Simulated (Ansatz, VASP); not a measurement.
# Ni: VASP beside Ansatz

INCAR

```
  PREC = Accurate
  ENCUT = 520
  EDIFF = 1E-6
  ISMEAR = -1
  SIGMA = 0.05
  LREAL = F
  LASPH = T
  NELM = 150
  ALGO = Normal
  ISIF = 2
  LWAVE = F
  LCHARG = T
  ISPIN = 2
  MAGMOM = 2
  LORBIT = 11
  LMAXMIX = 4
  GGA = PE
  LELF = T
  LVHAR = T
  NBANDS = 15
```

The input KPOINTS:

```
Automatic mesh
0
Gamma
  15 15 15
```

The input POSCAR:

```
Ni
1.0
    0.0000000000      1.7724000000      1.7724000000
    1.7724000000      0.0000000000      1.7724000000
    1.7724000000      1.7724000000      0.0000000000
Ni
1
Direct
    0.0000000000      0.0000000000      0.0000000000
```

Input for Ansatz:

```yaml
crystal:
  lattice:
    - [0.0, 1.7724, 1.7724]
    - [1.7724, 0.0, 1.7724]
    - [1.7724, 1.7724, 0.0]
  atoms:
    - { symbol: Ni, position: [0.0, 0.0, 0.0], spin: 2.0 }
magnetization:
  spin_polarized: true
hamiltonian:
  xc: pbe
  pseudopotentials: { kind: paw }
basis:
  ecutwfc: 420
kpoints:
  mp_grid: { grid: [15, 15, 15] }
scf:
  occupations: { method: fermi_dirac, width: 0.05 }
  lower_state_search: "off"
output:
  forces: true
  stress: true
```

Alike in both runs: task single point; functional PBE; k mesh 15 × 15 × 15; occupations fermi-dirac, width 0.05 eV; collinear spin.

|  | VASP | Ansatz |
| --- | --- | --- |
| version | VASP 6.6.1 | Ansatz 0.2.0 |
| potentials or method | VASP PAW PBE potentials, release 64 (Ni), cutoff 520 eV | PAW, plane waves, scalar-relativistic |
| valence electrons in the cell | 10 | 18 |

VASP gave:

```
pressure (GPa)                                                : -4.0
net moment per atom (μB)                                      : 0.65
size of the moment on the site where the two differ most (μB) : 0.66
```

What did Ansatz give for the same quantities?

Pressure (GPa): -4.1; net moment per atom (μB): 0.66; size of the moment on the site where the two differ most (μB): 0.70.

Site moments also hang on the region over which each program counts them. VASP's potentials hold 10 valence electrons a cell and Ansatz's 18, so a difference there can come from the potentials and not from the codes.
